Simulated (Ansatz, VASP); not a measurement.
Ta4C3: VASP beside Ansatz

The input INCAR:

```
ALGO = Normal ; EDIFF = 1E-7
ENCUT = 520 ; GGA = PS
ISIF = 2 ; ISMEAR = 0
LASPH = True ; LCHARG = False
LREAL = False ; LWAVE = False
NBANDS = 37 ; NELM = 60
PREC = Accurate ; SIGMA = 0.15
```

Contents of KPOINTS:

```
k-points
0
Gamma
  10 10 10
```

POSCAR

```
Ta4C3
1.0
    4.0503940292      0.0000000000      0.0000000000
    0.0000000000      4.0503940292      0.0000000000
    0.0000000000      0.0000000000      4.0503940292
Ta C
4 3
Direct
    0.0000000000      0.5000000000      0.5000000000
    0.5000000000      0.0000000000      0.5000000000
    0.5000000000      0.5000000000      0.0000000000
    0.0000000000      0.0000000000      0.0000000000
    0.5000000000      0.0000000000      0.0000000000
    0.0000000000      0.5000000000      0.0000000000
    0.0000000000      0.0000000000      0.5000000000
```

Input for Ansatz:

```yaml
crystal:
  lattice:
    - [4.0503940292, 0.0, 0.0]
    - [0.0, 4.0503940292, 0.0]
    - [0.0, 0.0, 4.0503940292]
  atoms:
    - { symbol: Ta, position: [0.0, 0.5, 0.5] }
    - { symbol: Ta, position: [0.5, 0.0, 0.5] }
    - { symbol: Ta, position: [0.5, 0.5, 0.0] }
    - { symbol: Ta, position: [0.0, 0.0, 0.0] }
    - { symbol: C, position: [0.5, 0.0, 0.0] }
    - { symbol: C, position: [0.0, 0.5, 0.0] }
    - { symbol: C, position: [0.0, 0.0, 0.5] }
basis:
  ecutwfc: 420
kpoints:
  mp_grid: { grid: [10, 10, 10] }
hamiltonian:
  xc: pbesol
scf:
  occupations: { method: gaussian, width: 0.15 }
output:
  forces: true
  stress: true
  eigenvalues: true
```

Change from the starting cell: strain -0.080 along x and y, -0.080 along z, atoms carried along.

Alike in both runs: task single point; functional PBEsol; k mesh 10 × 10 × 10; occupations gaussian, width 0.15 eV; no spin polarisation.

```csv
,VASP,Ansatz
version,VASP 6.6.1,Ansatz 0.2.0
potentials or method,"VASP PAW PBE potentials, release 64 (Ta_pv, C), cutoff 520 eV","scalar-relativistic, plane waves, PAW"
valence electrons in the cell,56,64
```

|  | VASP | Ansatz | Ansatz less VASP |
| --- | --- | --- | --- |
| gap on the k mesh at the Fermi level (eV) | none | none | - |
| pressure (GPa) | 132.2 | 129.6 | -2.59 |

VASP's potentials were made for PBE, not for PBEsol. A gap of «none» marks a metal or a gap that the smearing closes. Both programs put the cell under a high pressure, so it lies far from rest at this level. VASP's potentials hold 56 valence electrons a cell and Ansatz's 64, so a difference there can come from the potentials and not from the codes.

Spin-orbit coupling is off throughout. Noted on VASP's run: the cell as given lies far from equilibrium.
